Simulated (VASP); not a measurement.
# SrO (Cm) in VASP: single point with r2SCAN

Aim: the single point of SrO with r2SCAN.

All numbers are computed with VASP 6.6.1; they aren't measurements. Logs are shortened: lines on timing, memory, paths and dates and some standing lists are left out, and cuts for length are marked.

## Step 1: The cell of the first run

Symmetry: Cm, No. 8, monoclinic system. The conventional cell has a = 5.140 Å, b = 5.140 Å, c = 3.634 Å, α = 90.00°, β = 135.00°, γ = 90.00°. Sr (site symmetry m) has 6 O at 2.27 to 2.87 Å within 3.0 Å. Within 3.0 Å of O (site symmetry m) lie 6 Sr at 2.27 to 2.87 Å.

## Step 2: Single point, r2SCAN (atom 1 (Sr) moved by (-0.300, -0.150) A along x and y)

The input, POSCAR:

```
SrO
1.0
    0.0000000000      2.5698000000      2.5698000000
    2.5698000000      0.0000000000      2.5698000000
    2.5698000000      2.5698000000      0.0000000000
Sr O
1 1
Direct
    0.0291851506     -0.0291851506     -0.0875554518
    0.5000000000      0.5000000000      0.5000000000
```

The input, INCAR.step1:

```
SYSTEM = SrO
ALGO = Normal
EDIFF = 1E-4
ENCUT = 520
GGA = PE
ISMEAR = 0
LASPH = .True.
LCHARG = .False.
LREAL = .False.
LWAVE = .True.
NBANDS = 15
NELM = 80
PREC = Accurate
SIGMA = 0.05
```

The input, INCAR.step2:

```
SYSTEM = SrO
ALGO = Normal
EDIFF = 1E-7
ENCUT = 520
ISIF = 2
ISMEAR = 0
ISTART = 1
LASPH = .True.
LCHARG = .True.
LELF = .True.
LMIXTAU = .True.
LREAL = .False.
LVHAR = .True.
LWAVE = .False.
METAGGA = R2SCAN
NBANDS = 15
NELM = 80
PREC = Accurate
SIGMA = 0.05
```

The input, KPOINTS:

```
k-points
0
Gamma
  8 8 8
  0 0 0
```

Potentials or basis: VASP PAW PBE potentials, release 64 (Sr_sv, O).

Started as:

```
> cat potpaw_PBE.64/Sr_sv/POTCAR potpaw_PBE.64/O/POTCAR > POTCAR
> cp INCAR.step1 INCAR
> mpirun -np 1 vasp_std > vasp.out
> cp INCAR.step2 INCAR
> mpirun -np 1 vasp_std > vasp.out
```

OUTCAR:

```text
SYSTEM = SrO
   EDIFF = 1E-7
   ENCUT = 520
   ISIF = 2
   ISMEAR = 0
   ISTART = 1
   LASPH = .True.
   LREAL = .False.
   METAGGA = R2SCAN
   NELM = 80
   PREC = Accurate

 ion  position               nearest neighbor table
   1  0.029  0.971  0.912-   2 2.27   2 2.44   2 2.59   2 2.59   2 2.74   2 2.87
   2  0.500  0.500  0.500-   1 2.27   1 2.44   1 2.59   1 2.59   1 2.74   1 2.87

  LATTYP: Found a face centered cubic cell.
 ALAT       =     5.1396000000

  Lattice vectors:

 A1 = (   0.0000000000,   2.5698000000,   2.5698000000)
 A2 = (   2.5698000000,   0.0000000000,   2.5698000000)
 A3 = (   2.5698000000,   2.5698000000,   0.0000000000)

Analysis of symmetry for initial positions (statically):
=====================================================================
 Subroutine PRICEL returns:
 Original cell was already a primitive cell.

 Routine SETGRP: Setting up the symmetry group for a
 face centered cubic supercell.

 Subroutine GETGRP returns: Found  2 space group operations
 (whereof  2 operations were pure point group operations)
 out of a pool of 48 trial point group operations.

The static configuration has the point symmetry C_1h.

Analysis of symmetry for dynamics (positions and initial velocities):
=====================================================================
 Subroutine PRICEL returns:
 Original cell was already a primitive cell.

 Routine SETGRP: Setting up the symmetry group for a
 face centered cubic supercell.

 Subroutine GETGRP returns: Found  2 space group operations
 (whereof  2 operations were pure point group operations)
 out of a pool of 48 trial point group operations.

The dynamic configuration has the point symmetry C_1h.

 Subroutine INISYM returns: Found  2 space group operations
 (whereof  2 operations are pure point group operations),
 and found     1 'primitive' translations

----------------------------------------------------------------------------------------

                                     Primitive cell

  volume of cell :      33.9413

  direct lattice vectors                    reciprocal lattice vectors
     0.000000000  2.569800000  2.569800000    -0.194567671  0.194567671  0.194567671
     2.569800000  0.000000000  2.569800000     0.194567671 -0.194567671  0.194567671
     2.569800000  2.569800000  0.000000000     0.194567671  0.194567671 -0.194567671

  length of vectors
     3.634246013  3.634246013  3.634246013     0.337001091  0.337001091  0.337001091

  position of ions in fractional coordinates (direct lattice)
     0.029185151  0.970814849  0.912444548
     0.500000000  0.500000000  0.500000000

  ion indices of the primitive-cell ions
   primitive index   ion index
                 1           1
                 2           2

----------------------------------------------------------------------------------------

 KPOINTS: k-points

Automatic generation of k-mesh.
 Grid dimensions read from file:
 generate k-points for:    8    8    8

 Generating k-lattice:

  Cartesian coordinates                     Fractional coordinates (reciprocal lattice)
    -0.024320959  0.024320959  0.024320959     0.125000000  0.000000000  0.000000000
     0.024320959 -0.024320959  0.024320959     0.000000000  0.125000000  0.000000000
     0.024320959  0.024320959 -0.024320959     0.000000000  0.000000000  0.125000000

  Length of vectors
     0.042125136  0.042125136  0.042125136

  Shift w.r.t. Gamma in fractional coordinates (k-lattice)
     0.000000000  0.000000000  0.000000000

 Subroutine IBZKPT returns following result:
 ===========================================

 Found    150 irreducible k-points:

 Following reciprocal coordinates:
            Coordinates               Weight
  0.000000  0.000000  0.000000      1.000000
  0.125000  0.000000  0.000000      4.000000
  0.000000  0.000000  0.125000      4.000000
  0.250000  0.000000  0.000000      4.000000
  0.000000  0.000000  0.250000      4.000000
  0.375000  0.000000  0.000000      4.000000
[... 16 lines left out ...]
  0.000000  0.125000  0.375000      4.000000
 -0.125000  0.250000 -0.125000      4.000000
 [... further k-points ...]
   k-points           NKPTS =    150   k-points in BZ     NKDIM =    150   number of bands    NBANDS=     15
   number of dos      NEDOS =    301   number of ions     NIONS =      2
   total plane-waves  NPLWV =  21952
   dimension x,y,z NGX =    28 NGY =   28 NGZ =   28
   dimension x,y,z NGXF=    56 NGYF=   56 NGZF=   56
   ions per type =               1   1
   NGX,Y,Z   is equivalent  to a cutoff of  12.81, 12.81, 12.81 a.u.
   NGXF,Y,Z  is equivalent  to a cutoff of  25.62, 25.62, 25.62 a.u.
 SYSTEM =  SrO
   PREC   = accura    normal or accurate (medium, high low for compatibility)
   ISTART =      1    job   : 0-new  1-cont  2-samecut
   ICHARG =      0    charge: 1-file 2-atom 10-const
   ISPIN  =      1    spin polarized calculation?
   LNONCOLLINEAR =      F non collinear calculations
   LSORBIT =      F    spin-orbit coupling
   LASPH  =      T    aspherical Exc in radial PAW
   ENCUT  =  520.0 eV  38.22 Ry    6.18 a.u.   6.76  6.76  6.76*2*pi/ulx,y,z
   NELM   =     80;   NELMIN=  2; NELMDL=  0     # of ELM steps
   EDIFF  = 0.1E-06   stopping-criterion for ELM
   LREAL  =      F    real-space projection
   EDIFFG = 0.1E-05   stopping-criterion for IOM
   NSW    =      0    number of steps for IOM
   IBRION =     -1    ionic relax: 0-MD 1-quasi-New 2-CG
   NFREE  =      0    steps in history (QN), initial steepest desc. (CG)
   ISIF   =      2    stress and relaxation
   ISYM   =      2    0-nonsym 1-usesym 2-fastsym
   POTIM  = 0.5000    time-step for ionic-motion
   TEBEG  =    0.0;   TEEND  =   0.0 temperature during run
   PSTRESS=    0.0 pullay stress
   NELECT =      16.0000    total number of electrons
   NUPDOWN=      -1.0000    fix difference up-down
   EMIN   =  10.00;   EMAX   =-10.00  energy-range for DOS
   EFERMI =   0.00;   METHOD = LEGACY
   ISMEAR =     0;   SIGMA  =   0.05  broadening in eV -4-tet -1-fermi 0-gaus
   EFERMI_NEDOS =   21; number of points for ismear=-14 and -15
   IALGO  =     38    algorithm
   IMIX   =      4    mixing-type and parameters
     AMIX     =   0.40;   BMIX     =  1.00
     AMIX_MAG =   1.60;   BMIX_MAG =  1.00
  volume/ion in A,a.u.               =      16.97       114.52
  Fermi-wavevector in a.u.,A,eV,Ry     =   1.274106  2.407711 22.086959  1.623346
  Thomas-Fermi vector in A             =   2.406892
   LORBIT       =      0    0 simple, 1 ext, 2 COOP (PROOUT), +10 PAW based schemes
   METAGGA = R2SCAN    functional components
   LHFCALC =     F    Hartree Fock is set to
   AEXX    =    0.0000 exact exchange contribution
   IVDW    =     0    specifies the selected vdW correction
   LEPSILON=     F    determine dielectric tensor
   LRPA    =     F    only Hartree local field effects (RPA)
 non-spin polarized calculation
 Gauss-broadening in eV      SIGMA  =   0.05
  energy-cutoff  :      520.00
  volume of cell :       33.94
 maximum number of plane-waves:       941
   NGX = 13   NGY = 13   NGZ = 13

 number of electron      15.9999997 magnetization

 Free energy of the ion-electron system (eV)
  ---------------------------------------------------
  ext. energy  EPLUGINS =         0.00000000
  ---------------------------------------------------
  free energy    TOTEN  =       -26.87396769 eV

  energy without entropy =      -26.87396769  energy(sigma->0) =      -26.87396769

 E-fermi :   1.5798     XC(G=0): -10.5657

 val. band max:        1.2444792980   @ k =  -0.3750   0.1250   0.5000
 cond. band min:       5.2701247796   @ k =   0.0000   0.5000   0.5000
 fundamental gap:      4.0256454816
 Fermi energy:         1.5798356315

 k-point     1 :       0.0000    0.0000    0.0000
  band No.  band energies     occupation
      1     -32.0406      2.00000
      2     -14.9591      2.00000
      3     -13.0691      2.00000
      4     -13.0638      2.00000
      5     -12.8724      2.00000
      6       1.0252      2.00000
      7       1.0389      2.00000
      8       1.1176      2.00000
      9       5.9173      0.00000
     10       8.1592      0.00000
     11       8.5968      0.00000
     12       8.6042      0.00000
     13      10.5986      0.00000
     14      11.0588      0.00000
     15      14.5608      0.00000

 k-point     2 :       0.1250    0.0000    0.0000
  band No.  band energies     occupation
      1     -32.0192      2.00000
      2     -15.2097      2.00000
      3     -13.1400      2.00000
      4     -13.0802      2.00000
      5     -12.6167      2.00000
      6       0.5915      2.00000
      7       0.9276      2.00000
      8       1.0827      2.00000
      9       6.5583      0.00000
     10       7.9444      0.00000
     11       8.6391      0.00000
     12       8.8204      0.00000
     13      11.0857      0.00000
     14      11.5617      0.00000
     15      15.5777      0.00000

 k-point     3 :       0.0000    0.0000    0.1250
  band No.  band energies     occupation
      1     -32.0199      2.00000
      2     -15.1813      2.00000
      3     -13.1120      2.00000
      4     -13.0802      2.00000
      5     -12.6752      2.00000
      6       0.6115      2.00000
      7       0.9147      2.00000
      8       1.0112      2.00000
      9       6.5382      0.00000
     10       8.2385      0.00000
     11       8.5381      0.00000
     12       8.8410      0.00000
     13      11.0478      0.00000
     14      11.4694      0.00000
     15      15.6170      0.00000
[... 343 lines left out ...]
 k-point    23 :       0.0000    0.1250    0.3750
  band No.  band energies     occupation
      1     -31.9209      2.00000
      2     -15.8747      2.00000
      3     -13.2440      2.00000
      4     -13.2108      2.00000
      5     -12.2318      2.00000
      6      -0.3374      2.00000
      7       0.4128      2.00000
      8       0.5989      2.00000
      9       7.4405      0.00000
     10       9.0254      0.00000
     11      10.5203      0.00000
     12      10.9541      0.00000
     13      12.4785      0.00000
     14      13.4791      0.00000
     15      17.7247      0.00000

 k-point    24 :      -0.1250    0.2500   -0.1250
  band No.  band energies     occupation
      1     -31.9183      2.00000
      2     -15.9341      2.00000
      3     -13.2827      2.00000
      4     -13.2066      2.00000
      5     -12.1422      2.00000
      6      -0.2885      2.00000
      7       0.4111      2.00000
      8       0.7799      2.00000
      9       7.4606      0.00000
     10       8.8975      0.00000
     11      10.0057      0.00000
     12      10.6532      0.00000
     13      12.8044      0.00000
     14      13.4501      0.00000
     15      18.1245      0.00000

 [... further k-points ...]
[... 5 lines left out ...]
  --------------------------------------------------------------------------------------
  -------------------------------------------------------------------------------------
  Total        2.5112487      0.6864049      0.1238409     -0.2406795      0.0000000      0.0000000
  in kB      118.5420232     32.4013399      5.8458367    -11.3611339      0.0000000      0.0000000
  external PRESSURE =      52.2630666 kB  Pullay stress =       0.0000000 kB

 VOLUME and BASIS-vectors are now :
 -----------------------------------------------------------------------------
  energy-cutoff  :      520.00
  volume of cell :       33.94
      direct lattice vectors                 reciprocal lattice vectors
     0.000000000  2.569800000  2.569800000    -0.194567671  0.194567671  0.194567671
     2.569800000  0.000000000  2.569800000     0.194567671 -0.194567671  0.194567671
     2.569800000  2.569800000  0.000000000     0.194567671  0.194567671 -0.194567671

 POSITION                                       TOTAL-FORCE (eV/Angst)
 -----------------------------------------------------------------------------------
      4.83960      2.41980      2.56980         1.222704      0.368575      0.000000
      2.56980      2.56980      2.56980        -1.222704     -0.368575      0.000000
 -----------------------------------------------------------------------------------
    total drift:                                0.000141     -0.000116     -0.000000

  FREE ENERGIE OF THE ION-ELECTRON SYSTEM (eV)
  ---------------------------------------------------
  free  energy   TOTEN  =       -26.8739676880 eV

  energy  without entropy=      -26.8739676880  energy(sigma->0) =      -26.87396769
```

Run time: 4.4 min. Hardware: 1 thread of Intel Xeon Platinum 8375C at 2.90GHz (Ice Lake), shared host; peak memory 0.22 GiB.

What came out:

```
Free energy            : -26.8740 eV
Pressure               : 5.2 GPa
Largest force          : 1.277 eV/Å
Band gap on the k mesh : 4.03 eV, indirect (least direct gap 4.06 eV)
```

Forces in eV/Å, atoms in the order of the input:
```
Sr   1.223  0.369  0.000
O   -1.223 -0.369  0.000
```

Caveat: the cell differs from its parent crystal (atom 1 (Sr) moved by (-0.300, -0.150) A along x and y); the PAW data sets were made with another functional, which shifts forces and pressure a little.
